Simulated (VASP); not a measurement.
Set up this calculation in VASP 6.6.1, as the native input.

| Property | Result |
| --- | --- |
| Task | single point |
| Functional | r2SCAN |
| Potentials or basis | VASP PAW PBE potentials, release 64 (Sr_sv, Ti_sv, O) |
| Cutoff | 520 eV |
| k mesh | 8 × 8 × 8 |
| Occupations | fermi-dirac, width 0.1 eV |
| Spin | no spin polarisation |
| Dipole correction | no |
| Further INCAR settings | ALGO = Normal; EDIFF = 1e-07; NBANDS = 28 |

Crystal: SrTiO3.

```
Sr Ti O
1.0
     3.90685    0.00000    0.00000
     0.00000    3.90685    0.00000
     0.00000    0.00000    3.90685
Sr Ti O
1 1 3
Cartesian
  1.9534 1.9534 1.9534
  0.0000 0.0000 0.0000
  1.9534 0.0000 0.0000
  0.0000 1.9534 0.0000
  0.0000 0.0000 1.9534
```

These files were run (other wordings do the same):

POSCAR

```
SrTiO3
1.0
    3.9068462644      0.0000000000      0.0000000000
    0.0000000000      3.9068462644      0.0000000000
    0.0000000000      0.0000000000      3.9068462644
Sr Ti O
1 1 3
Direct
    0.5000000000      0.5000000000      0.5000000000
    0.0000000000      0.0000000000      0.0000000000
    0.5000000000      0.0000000000      0.0000000000
    0.0000000000      0.5000000000      0.0000000000
    0.0000000000      0.0000000000      0.5000000000
```

INCAR.step1

```
SYSTEM = SrTiO3
PREC = Accurate
ENCUT = 520
ISMEAR = -1
SIGMA = 0.1
LREAL = .FALSE.
LASPH = .TRUE.
NELM = 80
NBANDS = 28
GGA = PE
ALGO = Normal
EDIFF = 1E-4
LWAVE = .TRUE.
LCHARG = .FALSE.
```

INCAR.step2

```
SYSTEM = SrTiO3
PREC = Accurate
ENCUT = 520
EDIFF = 1E-7
ISMEAR = -1
SIGMA = 0.1
LREAL = .FALSE.
LASPH = .TRUE.
NELM = 80
ALGO = Normal
ISIF = 2
LWAVE = .FALSE.
LCHARG = .FALSE.
METAGGA = R2SCAN
LMIXTAU = .TRUE.
NBANDS = 28
ISTART = 1
```

KPOINTS

```
Automatic mesh
0
G
  8 8 8
  0 0 0
```

Potentials or basis: VASP PAW PBE potentials, release 64 (Sr_sv, Ti_sv, O).

Run with:

```bash
$ cat potpaw_PBE.64/Sr_sv/POTCAR potpaw_PBE.64/Ti_sv/POTCAR potpaw_PBE.64/O/POTCAR > POTCAR
$ cp INCAR.step1 INCAR
$ mpirun -np 1 vasp_std > vasp.out
$ cp INCAR.step2 INCAR
$ mpirun -np 1 vasp_std > vasp.out
```

Results of the run:

```yaml
Pressure: 0.9 GPa
Band_gap_on_the_k_mesh: 2.27 eV (least direct gap 2.66 eV)
```

Caveat: the PAW data sets were made with another functional, which shifts forces and pressure a little.

Run time: 2.3 min on 1 thread of Intel(R) Xeon(R) 6975P-C (Granite Rapids) (shared host), peak memory 0.21 GiB.
